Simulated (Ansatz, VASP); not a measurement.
CuI: VASP beside Ansatz

```
CELL_PARAMETERS angstrom
0.00000 3.01204 3.01204
3.01204 0.00000 3.01204
3.01204 3.01204 0.00000
ATOMIC_POSITIONS crystal
Cu 0.25000 0.25000 0.25000
I 0.00000 0.00000 0.00000
```

Alike in both runs: task single point; functional PBE; k mesh 8 × 8 × 8; no spin polarisation.

|  | VASP | Ansatz |
| --- | --- | --- |
| version | VASP 6.6.1 | Ansatz 0.2.0 |
| potentials or method | VASP PAW PBE potentials, release 64 (Cu, I) | plane waves, PAW |
| plane-wave cutoff (eV) | 600 | 420 |
| occupations | gaussian, width 0.01 eV | fixed |
| valence electrons in the cell | 18 | 36 |

```tsv
	VASP	Ansatz	Ansatz less VASP
gap on the k mesh at the Fermi level (eV)	1.20	1.17	-0.023
pressure (GPa)	1.1	1.1	+0.01
```

VASP's potentials hold 18 valence electrons a cell and Ansatz's 36, so a difference there can come from the potentials and not from the codes.

Spin-orbit coupling is off throughout.
